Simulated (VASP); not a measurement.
# Pt (Fm-3m) in VASP: notebook, part 2 of 3

VASP 6.6.1.

### 3 Single point, PBEsol

INCAR

```
SYSTEM = Pt
PREC = Accurate
ENCUT = 520
EDIFF = 1E-7
ISMEAR = -1
SIGMA = 0.08
LREAL = .False.
LASPH = .True.
NELM = 60
ALGO = Normal
ISIF = 2
LWAVE = .False.
LCHARG = .False.
GGA = PS
NBANDS = 11
```

KPOINTS

```
Automatic mesh
0
Gamma
  18 18 18
  0 0 0
```

POSCAR

```
Pt
1.0
    0.0000000000      1.9595892982      1.9595892982
    1.9595892982      0.0000000000      1.9595892982
    1.9595892982      1.9595892982      0.0000000000
Pt
1
Direct
    0.0000000000      0.0000000000      0.0000000000
```

Potentials or basis: VASP PAW PBE potentials, release 64 (Pt).

The run is started by

```console
$ cat potpaw_PBE.64/Pt/POTCAR > POTCAR
$ mpirun -np 1 vasp_std > vasp.out
```

OUTCAR:

```text
SYSTEM = Pt
   PREC = Accurate
   ENCUT = 520
   EDIFF = 1E-7
   ISMEAR = -1
   LREAL = .False.
   LASPH = .True.
   NELM = 60
   ISIF = 2
   GGA = PS

 ion  position               nearest neighbor table
   1  0.000  0.000  0.000-

  LATTYP: Found a face centered cubic cell.
 ALAT       =     3.9191785964

  Lattice vectors:

 A1 = (   0.0000000000,   1.9595892982,   1.9595892982)
 A2 = (   1.9595892982,   0.0000000000,   1.9595892982)
 A3 = (   1.9595892982,   1.9595892982,   0.0000000000)

Analysis of symmetry for initial positions (statically):
=====================================================================
 Subroutine PRICEL returns:
 Original cell was already a primitive cell.

 Routine SETGRP: Setting up the symmetry group for a
 face centered cubic supercell.

 Subroutine GETGRP returns: Found 48 space group operations
 (whereof 48 operations were pure point group operations)
 out of a pool of 48 trial point group operations.

The static configuration has the point symmetry O_h .

Analysis of symmetry for dynamics (positions and initial velocities):
=====================================================================
 Subroutine PRICEL returns:
 Original cell was already a primitive cell.

 Routine SETGRP: Setting up the symmetry group for a
 face centered cubic supercell.

 Subroutine GETGRP returns: Found 48 space group operations
 (whereof 48 operations were pure point group operations)
 out of a pool of 48 trial point group operations.

The dynamic configuration has the point symmetry O_h .

 Subroutine INISYM returns: Found 48 space group operations
 (whereof 48 operations are pure point group operations),
 and found     1 'primitive' translations

----------------------------------------------------------------------------------------

                                     Primitive cell

  volume of cell :      15.0496

  direct lattice vectors                    reciprocal lattice vectors
     0.000000000  1.959589298  1.959589298    -0.255155507  0.255155507  0.255155507
     1.959589298  0.000000000  1.959589298     0.255155507 -0.255155507  0.255155507
     1.959589298  1.959589298  0.000000000     0.255155507  0.255155507 -0.255155507

  length of vectors
     2.771277762  2.771277762  2.771277762     0.441942301  0.441942301  0.441942301

  position of ions in fractional coordinates (direct lattice)
     0.000000000  0.000000000  0.000000000

  ion indices of the primitive-cell ions
   primitive index   ion index
                 1           1

----------------------------------------------------------------------------------------

 KPOINTS: Automatic mesh

Automatic generation of k-mesh.
 Grid dimensions read from file:
 generate k-points for:   18   18   18

 Generating k-lattice:

  Cartesian coordinates                     Fractional coordinates (reciprocal lattice)
    -0.014175306  0.014175306  0.014175306     0.055555556  0.000000000  0.000000000
     0.014175306 -0.014175306  0.014175306     0.000000000  0.055555556  0.000000000
     0.014175306  0.014175306 -0.014175306     0.000000000  0.000000000  0.055555556

  Length of vectors
     0.024552350  0.024552350  0.024552350

  Shift w.r.t. Gamma in fractional coordinates (k-lattice)
     0.000000000  0.000000000  0.000000000

 Subroutine IBZKPT returns following result:
 ===========================================

 Found    195 irreducible k-points:

 Following reciprocal coordinates:
            Coordinates               Weight
  0.000000  0.000000  0.000000      1.000000
  0.055556  0.000000  0.000000      8.000000
  0.111111  0.000000  0.000000      8.000000
  0.166667  0.000000  0.000000      8.000000
  0.222222  0.000000  0.000000      8.000000
  0.277778  0.000000  0.000000      8.000000
[... 16 lines left out ...]
 -0.277778  0.055556  0.000000     24.000000
 -0.222222  0.055556  0.000000     24.000000
 [... further k-points ...]
   k-points           NKPTS =    195   k-points in BZ     NKDIM =    195   number of bands    NBANDS=     11
   number of dos      NEDOS =    301   number of ions     NIONS =      1
   total plane-waves  NPLWV =  13824
   dimension x,y,z NGX =    24 NGY =   24 NGZ =   24
   dimension x,y,z NGXF=    48 NGYF=   48 NGZF=   48
   ions per type =               1
   NGX,Y,Z   is equivalent  to a cutoff of  14.40, 14.40, 14.40 a.u.
   NGXF,Y,Z  is equivalent  to a cutoff of  28.79, 28.79, 28.79 a.u.
 SYSTEM =  Pt
   PREC   = accura    normal or accurate (medium, high low for compatibility)
   ISTART =      0    job   : 0-new  1-cont  2-samecut
   ICHARG =      2    charge: 1-file 2-atom 10-const
   ISPIN  =      1    spin polarized calculation?
   LNONCOLLINEAR =      F non collinear calculations
   LSORBIT =      F    spin-orbit coupling
   LASPH  =      T    aspherical Exc in radial PAW
   ENCUT  =  520.0 eV  38.22 Ry    6.18 a.u.   5.15  5.15  5.15*2*pi/ulx,y,z
   NELM   =     60;   NELMIN=  2; NELMDL= -5     # of ELM steps
   EDIFF  = 0.1E-06   stopping-criterion for ELM
   LREAL  =      F    real-space projection
   EDIFFG = 0.1E-05   stopping-criterion for IOM
   NSW    =      0    number of steps for IOM
   IBRION =     -1    ionic relax: 0-MD 1-quasi-New 2-CG
   NFREE  =      0    steps in history (QN), initial steepest desc. (CG)
   ISIF   =      2    stress and relaxation
   ISYM   =      2    0-nonsym 1-usesym 2-fastsym
   POTIM  = 0.5000    time-step for ionic-motion
   TEBEG  =    0.0;   TEEND  =   0.0 temperature during run
   PSTRESS=    0.0 pullay stress
   NELECT =      10.0000    total number of electrons
   NUPDOWN=      -1.0000    fix difference up-down
   EMIN   =  10.00;   EMAX   =-10.00  energy-range for DOS
   EFERMI =   0.00;   METHOD = LEGACY
   ISMEAR =    -1;   SIGMA  =   0.08  broadening in eV -4-tet -1-fermi 0-gaus
   EFERMI_NEDOS =   21; number of points for ismear=-14 and -15
   IALGO  =     38    algorithm
   IMIX   =      4    mixing-type and parameters
     AMIX     =   0.40;   BMIX     =  1.00
     AMIX_MAG =   1.60;   BMIX_MAG =  1.00
  volume/ion in A,a.u.               =      15.05       101.56
  Fermi-wavevector in a.u.,A,eV,Ry     =   1.428564  2.699595 27.766712  2.040796
  Thomas-Fermi vector in A             =   2.548612
   LORBIT       =      0    0 simple, 1 ext, 2 COOP (PROOUT), +10 PAW based schemes
   GGA     = PS    functional components
   LHFCALC =     F    Hartree Fock is set to
   AEXX    =    0.0000 exact exchange contribution
   IVDW    =     0    specifies the selected vdW correction
   LEPSILON=     F    determine dielectric tensor
   LRPA    =     F    only Hartree local field effects (RPA)
 non-spin polarized calculation
  energy-cutoff  :      520.00
  volume of cell :       15.05
 maximum number of plane-waves:       419
 NGX is ok and might be reduce to    24
   NGX = 11   NGY = 11   NGZ = 11

 number of electron      10.0000000 magnetization

 Free energy of the ion-electron system (eV)
  ---------------------------------------------------
  ext. energy  EPLUGINS =         0.00000000
  ---------------------------------------------------
  free energy    TOTEN  =        -6.98096278 eV

  energy without entropy =       -6.94251997  energy(sigma->0) =       -6.96174138

 E-fermi :  11.1410     XC(G=0): -13.6407

 val. band max:       11.1389077990   @ k =  -0.3333   0.3889   0.1111
 cond. band min:      11.1507696573   @ k =   0.3889   0.2222   0.0000
 fundamental gap:      0.0118618584
 Fermi energy:        11.1410121854

 k-point     1 :       0.0000    0.0000    0.0000
  band No.  band energies     occupation
      1       0.8170      2.00000
      2       7.3179      2.00000
      3       7.3179      2.00000
      4       7.3179      2.00000
      5       9.5030      2.00000
      6       9.5030      2.00000
      7      25.7558      0.00000
      8      30.7238      0.00000
      9      30.7238      0.00000
     10      30.7238      0.00000
     11      36.0299      0.00000
[... 309 lines left out ...]
 k-point    24 :      -0.2222    0.0556    0.0000
  band No.  band energies     occupation
      1       2.8711      2.00000
      2       6.8145      2.00000
      3       7.7140      2.00000
      4       7.7829      2.00000
      5       9.3021      2.00000
      6       9.9882      2.00000
      7      24.7897      0.00000
      8      27.6714      0.00000
      9      32.1857      0.00000
     10      33.5987      0.00000
     11      34.8555      0.00000

 [... further k-points ...]

------------------------ aborting loop because EDIFF is reached ----------------------------------------

  FORCE on cell =-STRESS in cart. coord.  units (eV):
  Direction    XX          YY          ZZ          XY          YZ          ZX
  --------------------------------------------------------------------------------------
  -------------------------------------------------------------------------------------
  Total       -0.0401386     -0.0401386     -0.0401386      0.0000000      0.0000000      0.0000000
  in kB       -4.2731472     -4.2731472     -4.2731472      0.0000000      0.0000000      0.0000000
  external PRESSURE =      -4.2731472 kB  Pullay stress =       0.0000000 kB

 VOLUME and BASIS-vectors are now :
 -----------------------------------------------------------------------------
  energy-cutoff  :      520.00
  volume of cell :       15.05
      direct lattice vectors                 reciprocal lattice vectors
     0.000000000  1.959589298  1.959589298    -0.255155507  0.255155507  0.255155507
     1.959589298  0.000000000  1.959589298     0.255155507 -0.255155507  0.255155507
     1.959589298  1.959589298  0.000000000     0.255155507  0.255155507 -0.255155507

 POSITION                                       TOTAL-FORCE (eV/Angst)
 -----------------------------------------------------------------------------------
      0.00000      0.00000      0.00000        -0.000000     -0.000000     -0.000000
 -----------------------------------------------------------------------------------
    total drift:                               -0.000000      0.000000      0.000000

  FREE ENERGIE OF THE ION-ELECTRON SYSTEM (eV)
  ---------------------------------------------------
  free  energy   TOTEN  =        -6.9809627830 eV

  energy  without entropy=       -6.9425199736  energy(sigma->0) =       -6.96174138
```

OSZICAR:

```text
N       E                     dE             d eps       ncg     rms          rms(c)
DAV:   1     0.394551281902E+02    0.39455E+02   -0.53510E+03  4362   0.846E+02
DAV:   2    -0.679729822260E+01   -0.46252E+02   -0.44164E+02  4877   0.177E+02
DAV:   3    -0.743325317559E+01   -0.63595E+00   -0.62707E+00  5051   0.197E+01
DAV:   4    -0.743567979632E+01   -0.24266E-02   -0.24264E-02  4947   0.144E+00
DAV:   5    -0.743569872294E+01   -0.18927E-04   -0.18927E-04  5038   0.118E-01    0.134E+01
DAV:   6    -0.703036667914E+01    0.40533E+00   -0.93543E-01  4614   0.763E+00    0.686E+00
DAV:   7    -0.698530835496E+01    0.45058E-01   -0.16031E-01  4971   0.306E+00    0.258E+00
DAV:   8    -0.698124517817E+01    0.40632E-02   -0.66292E-03  4668   0.744E-01    0.663E-01
DAV:   9    -0.698095851781E+01    0.28666E-03   -0.21916E-04  4776   0.136E-01    0.301E-02
DAV:  10    -0.698096260363E+01   -0.40858E-05   -0.39437E-06  5444   0.140E-02    0.508E-03
DAV:  11    -0.698096277044E+01   -0.16681E-06   -0.52314E-08  4105   0.209E-03    0.142E-03
DAV:  12    -0.698096278296E+01   -0.12514E-07   -0.27981E-09  2577   0.376E-04
   1 F= -.69809628E+01 E0= -.69617414E+01  d E =-.384428E-01
```

stdout:

```text
POSCAR found type information on POSCAR Pt
 POSCAR found :  1 types and       1 ions
 scaLAPACK will be used
 -----------------------------------------------------------------------------
|                                                                             |
|                                                                             |
|     You enforced a specific xc type in the INCAR file but a different       |
|     I HOPE YOU KNOW WHAT YOU ARE DOING!                                     |
|                                                                             |
 -----------------------------------------------------------------------------

 LDA part: xc-table for (Slater+PW92), standard interpolation
 POSCAR, INCAR and KPOINTS ok, starting setup
 FFT: planning ... GRIDC
 FFT: planning ... GRID_SOFT
 FFT: planning ... GRID
 WAVECAR not read
 entering main loop
```

Wall time 18 s (1 thread of Intel Xeon Platinum 8488C (Sapphire Rapids), shared host); peak memory 0.16 GiB.

What came out:

```
Free energy            : -6.9810 eV
Pressure               : -0.4 GPa
Band gap on the k mesh : zero (band 5 reaches 11.63 eV, above the bottom of band 6 at 9.40 eV)
```

Caveat: the PAW data sets were made with another functional, which shifts forces and pressure a little; spin-orbit coupling is left out, which moves the levels of the heavy elements.

### 4 Relaxation of cell and atoms, PBEsol

This run uses another cell than the first one, of 15.08 Å³/atom, 1.002 times its volume.

INCAR

```
PREC = Accurate
ENCUT = 600
EDIFF = 1E-6
ISMEAR = -1
SIGMA = 0.08
LREAL = F
LASPH = T
NELM = 100
ALGO = Normal
ISIF = 3
LWAVE = F
LCHARG = F
GGA = PS
IBRION = 2
NSW = 100
EDIFFG = -0.002
```

KPOINTS

```
regular mesh
0
Gamma
  18 18 18
```

POSCAR

```
Pt
1.0
    0.0000000000      1.9609000000      1.9609000000
    1.9609000000      0.0000000000      1.9609000000
    1.9609000000      1.9609000000      0.0000000000
Pt
1
Direct
    0.0000000000      0.0000000000      0.0000000000
```

Potentials or basis: VASP PAW PBE potentials, release 64 (Pt).

The run is started by

```console
$ cat potpaw_PBE.64/Pt/POTCAR > POTCAR
$ mpirun -np 1 vasp_std > vasp.out
```

OUTCAR:

```text
PREC = Accurate
   ENCUT = 600
   EDIFF = 1E-6
   ISMEAR = -1
   LREAL = F
   LASPH = T
   NELM = 100
   ISIF = 3
   GGA = PS
   IBRION = 2
   NSW = 100
   EDIFFG = -0.002

 ion  position               nearest neighbor table
   1  0.000  0.000  0.000-

  LATTYP: Found a face centered cubic cell.
 ALAT       =     3.9218000000

  Lattice vectors:

 A1 = (   0.0000000000,   1.9609000000,   1.9609000000)
 A2 = (   1.9609000000,   0.0000000000,   1.9609000000)
 A3 = (   1.9609000000,   1.9609000000,   0.0000000000)

Analysis of symmetry for initial positions (statically):
=====================================================================
 Subroutine PRICEL returns:
 Original cell was already a primitive cell.

 Routine SETGRP: Setting up the symmetry group for a
 face centered cubic supercell.

 Subroutine GETGRP returns: Found 48 space group operations
 (whereof 48 operations were pure point group operations)
 out of a pool of 48 trial point group operations.

The static configuration has the point symmetry O_h .

Analysis of symmetry for dynamics (positions and initial velocities):
=====================================================================
 Subroutine PRICEL returns:
 Original cell was already a primitive cell.

 Routine SETGRP: Setting up the symmetry group for a
 face centered cubic supercell.

 Subroutine GETGRP returns: Found 48 space group operations
 (whereof 48 operations were pure point group operations)
 out of a pool of 48 trial point group operations.

The dynamic configuration has the point symmetry O_h .

 Subroutine INISYM returns: Found 48 space group operations
 (whereof 48 operations are pure point group operations),
 and found     1 'primitive' translations

----------------------------------------------------------------------------------------

                                     Primitive cell

[... 125 lines left out ...]
   NGX = 11   NGY = 11   NGZ = 11

--------------------------------------- Ionic step        1  -------------------------------------------

 number of electron      10.0000000 magnetization

 Free energy of the ion-electron system (eV)
  ---------------------------------------------------
  ext. energy  EPLUGINS =         0.00000000
  ---------------------------------------------------
  free energy    TOTEN  =        -6.98087230 eV

  energy without entropy =       -6.94232131  energy(sigma->0) =       -6.96159681

------------------------ aborting loop because EDIFF is reached ----------------------------------------

  FORCE on cell =-STRESS in cart. coord.  units (eV):
  Direction    XX          YY          ZZ          XY          YZ          ZX
  --------------------------------------------------------------------------------------
  -------------------------------------------------------------------------------------
  Total       -0.0846041     -0.0846041     -0.0846041      0.0000000     -0.0000000      0.0000000
  in kB       -8.9888802     -8.9888802     -8.9888802      0.0000000     -0.0000000      0.0000000
  external PRESSURE =      -8.9888802 kB  Pullay stress =       0.0000000 kB
[... 197 lines left out ...]
--------------------------------------- Ionic step        7  -------------------------------------------

 number of electron      10.0000000 magnetization

 Free energy of the ion-electron system (eV)
  ---------------------------------------------------
  ext. energy  EPLUGINS =         0.00000000
  ---------------------------------------------------
  free energy    TOTEN  =        -6.98100929 eV

  energy without entropy =       -6.94262652  energy(sigma->0) =       -6.96181790

 E-fermi :  11.1623     XC(G=0): -13.6471

 val. band max:       11.1602532522   @ k =  -0.3333   0.3889   0.1111
 cond. band min:      11.1714454499   @ k =   0.3889   0.2222   0.0000
 fundamental gap:      0.0111921977
 Fermi energy:        11.1623165632

 k-point     1 :       0.0000    0.0000    0.0000
  band No.  band energies     occupation
      1       0.8259      2.00000
      2       7.3322      2.00000
      3       7.3322      2.00000
      4       7.3322      2.00000
      5       9.5214      2.00000
      6       9.5214      2.00000
      7      25.7740      0.00000
      8      30.7483      0.00000
      9      30.7483      0.00000
[... 265 lines left out ...]
 k-point    24 :      -0.2222    0.0556    0.0000
  band No.  band energies     occupation
      1       2.8818      2.00000
      2       6.8280      2.00000
      3       7.7288      2.00000
      4       7.7980      2.00000
      5       9.3198      2.00000
      6      10.0072      2.00000
      7      24.8171      0.00000
      8      27.6952      0.00000
      9      32.2188      0.00000

 [... further k-points ...]

------------------------ aborting loop because EDIFF is reached ----------------------------------------

  FORCE on cell =-STRESS in cart. coord.  units (eV):
  Direction    XX          YY          ZZ          XY          YZ          ZX
  --------------------------------------------------------------------------------------
  -------------------------------------------------------------------------------------
  Total       -0.0014029     -0.0014029     -0.0014029      0.0000000     -0.0000000      0.0000000
  in kB       -0.1495152     -0.1495152     -0.1495152      0.0000000     -0.0000000      0.0000000
  external PRESSURE =      -0.1495152 kB  Pullay stress =       0.0000000 kB
[... 16 lines left out ...]
  FREE ENERGIE OF THE ION-ELECTRON SYSTEM (eV)
  ---------------------------------------------------
  free  energy   TOTEN  =        -6.9810092887 eV

  energy  without entropy=       -6.9426265204  energy(sigma->0) =       -6.96181790

 reached required accuracy - stopping structural energy minimisation
```

CONTCAR:

```text
Pt
   1.00000000000000
    -0.0000000000000000    1.9588691083955099    1.9588691083955099
     1.9588691083955099    0.0000000000000000    1.9588691083955099
     1.9588691083955099    1.9588691083955099   -0.0000000000000000
  Pt
     1
Direct
     1.0000000000000000    0.0000000000000000    0.0000000000000000

  0.00000000E+00  0.00000000E+00  0.00000000E+00
```

Run time: 40 s. Hardware: 1 thread of Intel Xeon Platinum 8488C (Sapphire Rapids), shared host; peak memory 0.17 GiB.

What came out:

| Item | Value |
| --- | --- |
| Free energy | -6.9810 eV |
| Relaxed volume | 15.03 Å³/atom |
| Relaxed cell | a = 2.770 Å, b = 2.770 Å, c = 2.770 Å, α = 60.00°, β = 60.00°, γ = 60.00° |
| Space group after relaxing (to 0.05 Å) | Fm-3m (No. 225) |
| Energy gained by relaxing | 0.1 meV/atom |
| Ionic steps | 7 |
| Pressure after relaxing | 0.0 GPa |
| Band gap on the k mesh | zero (band 5 reaches 11.66 eV, above the bottom of band 6 at 9.41 eV) |

Step by step:
```tsv
step	energy change (eV)	largest force (eV/Å)	pressure (GPa)	volume (Å³)
1	0.0000	0.0000	-0.90	15.08
2	0.0010	0.0000	2.70	14.90
3	-0.0001	0.0000	0.03	15.03
4	-0.0001	0.0000	-0.03	15.03
5	-0.0001	0.0000	-0.03	15.03
6	-0.0001	0.0000	-0.03	15.03
7	-0.0001	0.0000	-0.01	15.03
```

Final structure:
```
Pt
1.0
     0.00000    1.95887    1.95887
     1.95887    0.00000    1.95887
     1.95887    1.95887    0.00000
Pt
1
Direct
  0.00000 0.00000 0.00000
```

Levels at points of the mesh, in eV from the Fermi level:
| k point | band 2 | band 3 | band 4 | band 5 | band 6 | band 7 | band 8 | band 9 |
| --- | --- | --- | --- | --- | --- | --- | --- | --- |
| (0.00, 0.00, 0.00) | -3.83 | -3.83 | -3.83 | -1.64 | -1.64 | 14.61 | 19.59 | 19.59 |
| (0.50, 0.00, 0.00) | -3.89 | -3.89 | -0.57 | 0.04 | 0.04 | 5.82 | 14.16 | 18.96 |
| (0.50, 0.50, 0.00) | -6.69 | 0.01 | 0.49 | 0.49 | 1.70 | 8.86 | 11.34 | 11.34 |

Caveat: the PAW data sets were made with another functional, which shifts forces and pressure a little; spin-orbit coupling is left out, which moves the levels of the heavy elements.

[end of part 2 of 3]
